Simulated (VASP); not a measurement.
SnO2:

```xyz
12
Lattice="3.2515 1.8772 4.4537 -3.2515 1.8772 4.4537 0.0000 -3.7545 4.4537" Properties=species:S:1:pos:R:3 pbc="T T T"
Sn    0.0000    0.0000   11.5064
Sn    0.0000   -1.8777    7.1170
Sn   -1.6261    0.9388    7.1170
Sn    1.6261    0.9388    7.1170
O    -1.6096   -0.9293    6.0930
O     1.6096   -0.9293    6.0930
O     0.0000    1.8586    6.0930
O     0.0000    0.0000    8.1243
O     0.0000    0.0000    1.6683
O     0.0000   -1.8959    3.6401
O    -1.6419    0.9479    3.6401
O     1.6419    0.9479    3.6401
```

- Program: VASP 6.6.1
- Task: relaxation of cell and atoms
- Functional: PBE
- Dispersion: D3(BJ)
- Potentials or basis: VASP PAW PBE potentials, release 64 (Sn_d, O)
- Cutoff: 600 eV
- k mesh: 6 × 6 × 6
- Occupations: gaussian, width 0.02 eV
- Spin: no spin polarisation

At the start: pressure -2.5 GPa; volume 13.59 Å³/atom.

Where does the relaxation end?

Over 21 steps the energy falls by 4.8 meV/atom and the volume is 12.88 Å³/atom (-5.2 %); space group R3m (No. 160, to 0.1 Å) before, R-3m (No. 166, to 0.1 Å).

Step by step:
```csv
step,energy change (eV),largest force (eV/Å),pressure (GPa),volume (Å³)
1,0.0000,0.1144,-2.54,163.11
2,0.0060,0.3320,2.87,158.07
3,-0.0203,0.1301,-0.11,160.71
4,-0.0259,0.1084,-0.10,160.18
5,-0.0393,0.0563,-0.05,158.59
6,-0.0504,0.0954,0.24,155.41
7,-0.0551,0.0918,-0.16,155.13
8,-0.0553,0.1350,-0.25,155.07
9,-0.0578,0.0411,0.11,154.48
10,-0.0579,0.0233,0.07,154.54
11,-0.0579,0.0277,0.09,154.53
12,-0.0579,0.0060,-0.03,154.60
13,-0.0579,0.0088,0.00,154.58
14,-0.0579,0.0065,0.00,154.58
15,-0.0579,0.0066,-0.04,154.59
16,-0.0579,0.0086,0.00,154.58
17,-0.0579,0.0090,-0.01,154.58
18,-0.0579,0.0092,-0.01,154.58
19,-0.0579,0.0076,0.03,154.57
20,-0.0579,0.0061,0.01,154.57
21,-0.0579,0.0034,-0.02,154.59
```

Final structure:
```
Sn O
1.0
     3.24517    1.87360    4.23751
    -3.24517    1.87360    4.23751
     0.00000   -3.74720    4.23751
Sn O
4 8
Direct
  0.86450 0.86450 0.86450
  0.36487 0.36487 0.86489
  0.36487 0.86489 0.36487
  0.86489 0.36487 0.36487
  0.12059 0.62019 0.62019
  0.62019 0.12059 0.62019
  0.62019 0.62019 0.12059
  0.60934 0.60934 0.60934
  0.12050 0.12050 0.12050
  0.10904 0.10904 0.60943
  0.10904 0.60943 0.10904
  0.60943 0.10904 0.10904
```
